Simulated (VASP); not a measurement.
# Re (Fm-3m) in VASP: notebook

Re is run at these levels: PBEsol; tasks: single point.

All numbers are computed with VASP 6.6.1; they aren't measurements. Logs are shortened: lines on timing, memory, paths and dates and some standing lists are left out, and cuts for length are marked.

**1. The cell of the first run**

Symmetry: Fm-3m, No. 225, cubic system. The conventional cell has a = 3.869 Å, b = 3.869 Å, c = 3.869 Å, α = 90.00°, β = 90.00°, γ = 90.00°. Re (site symmetry m-3m) has 12 Re at 2.74 Å within 3.6 Å.

**2. Single point, PBEsol (volume scaled by 0.94)**

Contents of INCAR:

```
PREC     = Accurate       # precision mode
ENCUT    = 520            # plane-wave cutoff, eV
EDIFF    = 1E-6           # SCF threshold, eV
ISMEAR   = -1             # smearing method
SIGMA    = 0.05           # smearing width, eV
LREAL    = False          # projectors in reciprocal space
LASPH    = True           # aspherical terms in the spheres
NELM     = 60             # most SCF steps
ALGO     = Normal         # electronic algorithm
ISIF     = 2              # what is computed and relaxed
LWAVE    = False          # write WAVECAR
LCHARG   = True           # write CHGCAR
GGA      = PS             # functional
LELF     = True           # ELF
LVHAR    = True         
NBANDS   = 10             # bands
```

Contents of KPOINTS:

```
Automatic mesh
0
Gamma
  14 14 14
```

Contents of POSCAR:

```
Re
1.0
    0.0000000000      1.9346825647      1.9346825647
    1.9346825647      0.0000000000      1.9346825647
    1.9346825647      1.9346825647      0.0000000000
Re
1
Direct
    0.0000000000      0.0000000000      0.0000000000
```

Potentials or basis: VASP PAW PBE potentials, release 64 (Re).

Launch:

```bash
$ cat potpaw_PBE.64/Re/POTCAR > POTCAR
$ mpirun -np 1 vasp_std > vasp.out
```

OUTCAR:

```text
PREC = Accurate
   ENCUT = 520
   EDIFF = 1E-6
   ISMEAR = -1
   LREAL = False
   LASPH = True
   NELM = 60
   ISIF = 2
   GGA = PS

 ion  position               nearest neighbor table
   1  0.000  0.000  0.000-

  LATTYP: Found a face centered cubic cell.
 ALAT       =     3.8693651294

  Lattice vectors:

 A1 = (   0.0000000000,   1.9346825647,   1.9346825647)
 A2 = (   1.9346825647,   0.0000000000,   1.9346825647)
 A3 = (   1.9346825647,   1.9346825647,   0.0000000000)

Analysis of symmetry for initial positions (statically):
=====================================================================
 Subroutine PRICEL returns:
 Original cell was already a primitive cell.

 Routine SETGRP: Setting up the symmetry group for a
 face centered cubic supercell.

 Subroutine GETGRP returns: Found 48 space group operations
 (whereof 48 operations were pure point group operations)
 out of a pool of 48 trial point group operations.

The static configuration has the point symmetry O_h .

Analysis of symmetry for dynamics (positions and initial velocities):
=====================================================================
 Subroutine PRICEL returns:
 Original cell was already a primitive cell.

 Routine SETGRP: Setting up the symmetry group for a
 face centered cubic supercell.

 Subroutine GETGRP returns: Found 48 space group operations
 (whereof 48 operations were pure point group operations)
 out of a pool of 48 trial point group operations.

The dynamic configuration has the point symmetry O_h .

 Subroutine INISYM returns: Found 48 space group operations
 (whereof 48 operations are pure point group operations),
 and found     1 'primitive' translations

----------------------------------------------------------------------------------------

                                     Primitive cell

  volume of cell :      14.4830

  direct lattice vectors                    reciprocal lattice vectors
     0.000000000  1.934682565  1.934682565    -0.258440330  0.258440330  0.258440330
     1.934682565  0.000000000  1.934682565     0.258440330 -0.258440330  0.258440330
     1.934682565  1.934682565  0.000000000     0.258440330  0.258440330 -0.258440330

  length of vectors
     2.736054322  2.736054322  2.736054322     0.447631782  0.447631782  0.447631782

  position of ions in fractional coordinates (direct lattice)
     0.000000000  0.000000000  0.000000000

  ion indices of the primitive-cell ions
   primitive index   ion index
                 1           1

----------------------------------------------------------------------------------------

 KPOINTS: Automatic mesh

Automatic generation of k-mesh.
 Grid dimensions read from file:
 generate k-points for:   14   14   14

 Generating k-lattice:

  Cartesian coordinates                     Fractional coordinates (reciprocal lattice)
    -0.018460024  0.018460024  0.018460024     0.071428571  0.000000000  0.000000000
     0.018460024 -0.018460024  0.018460024     0.000000000  0.071428571  0.000000000
     0.018460024  0.018460024 -0.018460024     0.000000000  0.000000000  0.071428571

  Length of vectors
     0.031973699  0.031973699  0.031973699

  Shift w.r.t. Gamma in fractional coordinates (k-lattice)
     0.000000000  0.000000000  0.000000000

 Subroutine IBZKPT returns following result:
 ===========================================

 Found    104 irreducible k-points:

 Following reciprocal coordinates:
            Coordinates               Weight
  0.000000  0.000000  0.000000      1.000000
  0.071429  0.000000  0.000000      8.000000
  0.142857  0.000000  0.000000      8.000000
  0.214286  0.000000  0.000000      8.000000
  0.285714  0.000000  0.000000      8.000000
  0.357143  0.000000  0.000000      8.000000
[... 16 lines left out ...]
  0.214286  0.142857  0.000000     24.000000
  0.285714  0.142857  0.000000     24.000000
 [... further k-points ...]
   k-points           NKPTS =    104   k-points in BZ     NKDIM =    104   number of bands    NBANDS=     10
   number of dos      NEDOS =    301   number of ions     NIONS =      1
   total plane-waves  NPLWV =   8000
   dimension x,y,z NGX =    20 NGY =   20 NGZ =   20
   dimension x,y,z NGXF=    40 NGYF=   40 NGZF=   40
   ions per type =               1
   NGX,Y,Z   is equivalent  to a cutoff of  12.15, 12.15, 12.15 a.u.
   NGXF,Y,Z  is equivalent  to a cutoff of  24.30, 24.30, 24.30 a.u.
 SYSTEM =  unknown system
   PREC   = accura    normal or accurate (medium, high low for compatibility)
   ISTART =      0    job   : 0-new  1-cont  2-samecut
   ICHARG =      2    charge: 1-file 2-atom 10-const
   ISPIN  =      1    spin polarized calculation?
   LNONCOLLINEAR =      F non collinear calculations
   LSORBIT =      F    spin-orbit coupling
   LASPH  =      T    aspherical Exc in radial PAW
   ENCUT  =  520.0 eV  38.22 Ry    6.18 a.u.   5.09  5.09  5.09*2*pi/ulx,y,z
   NELM   =     60;   NELMIN=  2; NELMDL= -5     # of ELM steps
   EDIFF  = 0.1E-05   stopping-criterion for ELM
   LREAL  =      F    real-space projection
   EDIFFG = 0.1E-04   stopping-criterion for IOM
   NSW    =      0    number of steps for IOM
   IBRION =     -1    ionic relax: 0-MD 1-quasi-New 2-CG
   NFREE  =      0    steps in history (QN), initial steepest desc. (CG)
   ISIF   =      2    stress and relaxation
   ISYM   =      2    0-nonsym 1-usesym 2-fastsym
   POTIM  = 0.5000    time-step for ionic-motion
   TEBEG  =    0.0;   TEEND  =   0.0 temperature during run
   PSTRESS=    0.0 pullay stress
   NELECT =       7.0000    total number of electrons
   NUPDOWN=      -1.0000    fix difference up-down
   EMIN   =  10.00;   EMAX   =-10.00  energy-range for DOS
   EFERMI =   0.00;   METHOD = LEGACY
   ISMEAR =    -1;   SIGMA  =   0.05  broadening in eV -4-tet -1-fermi 0-gaus
   EFERMI_NEDOS =   21; number of points for ismear=-14 and -15
   IALGO  =     38    algorithm
   IMIX   =      4    mixing-type and parameters
     AMIX     =   0.40;   BMIX     =  1.00
     AMIX_MAG =   1.60;   BMIX_MAG =  1.00
  volume/ion in A,a.u.               =      14.48        97.74
  Fermi-wavevector in a.u.,A,eV,Ry     =   1.284757  2.427839 22.457798  1.650602
  Thomas-Fermi vector in A             =   2.416932
   LORBIT       =      0    0 simple, 1 ext, 2 COOP (PROOUT), +10 PAW based schemes
   GGA     = PS    functional components
   LHFCALC =     F    Hartree Fock is set to
   AEXX    =    0.0000 exact exchange contribution
   IVDW    =     0    specifies the selected vdW correction
   LEPSILON=     F    determine dielectric tensor
   LRPA    =     F    only Hartree local field effects (RPA)
 non-spin polarized calculation
  energy-cutoff  :      520.00
  volume of cell :       14.48
 maximum number of plane-waves:       399
   NGX = 11   NGY = 11   NGZ = 11

 number of electron       7.0000001 magnetization

 Free energy of the ion-electron system (eV)
  ---------------------------------------------------
  ext. energy  EPLUGINS =         0.00000000
  ---------------------------------------------------
  free energy    TOTEN  =       -13.29906459 eV

  energy without entropy =      -13.29010236  energy(sigma->0) =      -13.29458347

 E-fermi :   8.1801     XC(G=0): -13.9059

 val. band max:        8.1409691507   @ k =   0.5000   0.3571   0.0000
 cond. band min:       8.1898859396   @ k =  -0.1429   0.1429   0.0000
 fundamental gap:      0.0489167889
 Fermi energy:         8.1800746910

 k-point     1 :       0.0000    0.0000    0.0000
  band No.  band energies     occupation
      1      -2.0920      2.00000
      2       6.2245      2.00000
      3       6.2245      2.00000
      4       6.2245      2.00000
      5       9.4933      0.00000
      6       9.4933      0.00000
      7      22.1488      0.00000
      8      27.8747      0.00000
      9      27.8747      0.00000
     10      27.8747      0.00000

 k-point     2 :       0.0714    0.0000    0.0000
  band No.  band energies     occupation
      1      -1.8505      2.00000
      2       6.0599      2.00000
      3       6.3375      2.00000
      4       6.3375      2.00000
      5       9.4014      0.00000
      6       9.4014      0.00000
      7      22.6193      0.00000
      8      26.7296      0.00000
      9      28.3188      0.00000
     10      28.3188      0.00000

 k-point     3 :       0.1429    0.0000    0.0000
  band No.  band energies     occupation
      1      -1.1724      2.00000
      2       5.6818      2.00000
      3       6.5977      2.00000
      4       6.5977      2.00000
      5       9.2481      0.00000
      6       9.2481      0.00000
      7      23.7133      0.00000
      8      25.0682      0.00000
      9      29.5836      0.00000
     10      29.5836      0.00000

 k-point     4 :       0.2143    0.0000    0.0000
  band No.  band energies     occupation
      1      -0.2248      2.00000
      2       5.3820      2.00000
      3       6.7468      2.00000
      4       6.7468      2.00000
      5       9.3768      0.00000
      6       9.3768      0.00000
      7      22.9063      0.00000
      8      25.7221      0.00000
      9      31.4956      0.00000
     10      31.4956      0.00000

 k-point     5 :       0.2857    0.0000    0.0000
  band No.  band energies     occupation
      1       0.6439      2.00000
      2       5.5662      2.00000
      3       6.5954      2.00000
      4       6.5954      2.00000
      5      10.0215      0.00000
      6      10.0215      0.00000
      7      21.4867      0.00000
      8      25.8198      0.00000
      9      32.8226      0.00000
     10      33.3478      0.00000

 k-point     6 :       0.3571    0.0000    0.0000
  band No.  band energies     occupation
      1       1.0797      2.00000
      2       6.3122      2.00000
      3       6.3122      2.00000
      4       6.5050      2.00000
      5      10.9540      0.00000
      6      10.9540      0.00000
      7      20.2199      0.00000
      8      23.8914      0.00000
      9      31.0840      0.00000
     10      31.0840      0.00000
[... 183 lines left out ...]
 k-point    21 :      -0.0714    0.0714    0.0000
  band No.  band energies     occupation
      1      -1.4609      2.00000
      2       5.7830      2.00000
      3       6.4992      2.00000
      4       6.5558      2.00000
      5       9.0377      0.00000
      6       9.5270      0.00000
      7      23.3523      0.00000
      8      25.8558      0.00000
      9      28.2806      0.00000
     10      29.3903      0.00000

 k-point    22 :       0.1429    0.1429    0.0000
  band No.  band energies     occupation
      1      -0.8583      2.00000
      2       5.1735      2.00000
      3       7.0098      2.00000
      4       7.0098      2.00000
      5       8.1974      0.82834
      6       9.9126      0.00000
      7      24.5245      0.00000
      8      26.3086      0.00000
      9      28.5042      0.00000
     10      28.5042      0.00000

 k-point    23 :       0.2143    0.1429    0.0000
  band No.  band energies     occupation
      1      -0.1179      2.00000
      2       4.7472      2.00000
      3       7.0890      2.00000
      4       7.3745      2.00000
      5       8.0970      1.68065
      6      10.1469      0.00000
      7      25.2438      0.00000
      8      25.9406      0.00000
      9      28.9156      0.00000
     10      29.4588      0.00000

 k-point    24 :       0.2857    0.1429    0.0000
  band No.  band energies     occupation
      1       0.8108      2.00000
      2       4.4988      2.00000
      3       6.5028      2.00000
      4       7.5008      2.00000
      5       9.0215      0.00000
      6      10.6378      0.00000
      7      23.7477      0.00000
      8      27.0266      0.00000
      9      29.3603      0.00000
     10      29.8342      0.00000

 [... further k-points ...]
[... 5 lines left out ...]
  --------------------------------------------------------------------------------------
  -------------------------------------------------------------------------------------
  Total        0.2907435      0.2907435      0.2907435     -0.0000000     -0.0000000      0.0000000
  in kB       32.1633600     32.1633600     32.1633600     -0.0000000     -0.0000000      0.0000000
  external PRESSURE =      32.1633600 kB  Pullay stress =       0.0000000 kB

 VOLUME and BASIS-vectors are now :
 -----------------------------------------------------------------------------
  energy-cutoff  :      520.00
  volume of cell :       14.48
      direct lattice vectors                 reciprocal lattice vectors
     0.000000000  1.934682565  1.934682565    -0.258440330  0.258440330  0.258440330
     1.934682565  0.000000000  1.934682565     0.258440330 -0.258440330  0.258440330
     1.934682565  1.934682565  0.000000000     0.258440330  0.258440330 -0.258440330

 POSITION                                       TOTAL-FORCE (eV/Angst)
 -----------------------------------------------------------------------------------
      0.00000      0.00000      0.00000         0.000000     -0.000000      0.000000
 -----------------------------------------------------------------------------------
    total drift:                                0.000000      0.000000     -0.000000

  FREE ENERGIE OF THE ION-ELECTRON SYSTEM (eV)
  ---------------------------------------------------
  free  energy   TOTEN  =       -13.2990645876 eV

  energy  without entropy=      -13.2901023578  energy(sigma->0) =      -13.29458347
```

It took 9.7 s on 1 thread of Intel Xeon 6975P-C, shared host; peak memory 0.14 GiB.

What came out:

| Quantity | Value |
| --- | --- |
| Free energy | -13.2991 eV |
| Pressure | 3.2 GPa |

Levels at points of the mesh, in eV from the Fermi level:
```
           k point  band 1  band 2  band 3  band 4  band 5  band 6  band 7  band 8  band 9
(0.00, 0.00, 0.00)  -10.27   -1.96   -1.96   -1.96    1.31    1.31   13.97   19.69   19.69
(0.50, 0.00, 0.00)   -7.01   -2.18   -2.18    0.25    3.94    3.94   10.21   13.46   20.33
(0.50, 0.50, 0.00)   -6.99   -6.10    2.89    3.89    4.72    4.72   12.42   12.42   13.32
```

Caveat: the PAW data sets were made with another functional, which shifts forces and pressure a little; spin-orbit coupling is left out, which moves the levels of the heavy elements.

**3. Single point, PBEsol (volume scaled by 0.98)**

Contents of INCAR:

```
SYSTEM = Re
ALGO = Normal
EDIFF = 1E-6
ENCUT = 520
GGA = PS
ISIF = 2
ISMEAR = -1
LASPH = .TRUE.
LCHARG = .TRUE.
LELF = .TRUE.
LREAL = .FALSE.
LVHAR = .TRUE.
LWAVE = .FALSE.
NBANDS = 10
NELM = 100
PREC = Accurate
SIGMA = 0.05
```

Contents of KPOINTS:

```
k-points
0
G
  14 14 14
  0 0 0
```

Contents of POSCAR:

```
Re
1.0
    0.0000000000      1.9617445670      1.9617445670
    1.9617445670      0.0000000000      1.9617445670
    1.9617445670      1.9617445670      0.0000000000
Re
1
Direct
    0.0000000000      0.0000000000      0.0000000000
```

Potentials or basis: VASP PAW PBE potentials, release 64 (Re).

Launch:

```bash
$ cat potpaw_PBE.64/Re/POTCAR > POTCAR
$ mpirun -np 1 vasp_std > vasp.out
```

Wall time 7.2 s (1 thread of Intel Xeon 6975P-C, shared host); peak memory 0.15 GiB.

The run converged. Its results:

```
Free energy : -13.2807 eV
Pressure    : -12.4 GPa
```

Levels at points of the mesh, in eV from the Fermi level:
| k point | band 1 | band 2 | band 3 | band 4 | band 5 | band 6 | band 7 | band 8 |
| --- | --- | --- | --- | --- | --- | --- | --- | --- |
| (0.00, 0.00, 0.00) | -9.97 | -1.84 | -1.84 | -1.84 | 1.23 | 1.23 | 13.94 | 19.42 |
| (0.50, 0.00, 0.00) | -6.70 | -2.04 | -2.04 | 0.19 | 3.70 | 3.70 | 9.59 | 13.42 |
| (0.50, 0.50, 0.00) | -6.61 | -5.75 | 2.70 | 3.64 | 4.42 | 4.42 | 12.08 | 12.08 |

Caveat: the PAW data sets were made with another functional, which shifts forces and pressure a little; spin-orbit coupling is left out, which moves the levels of the heavy elements.
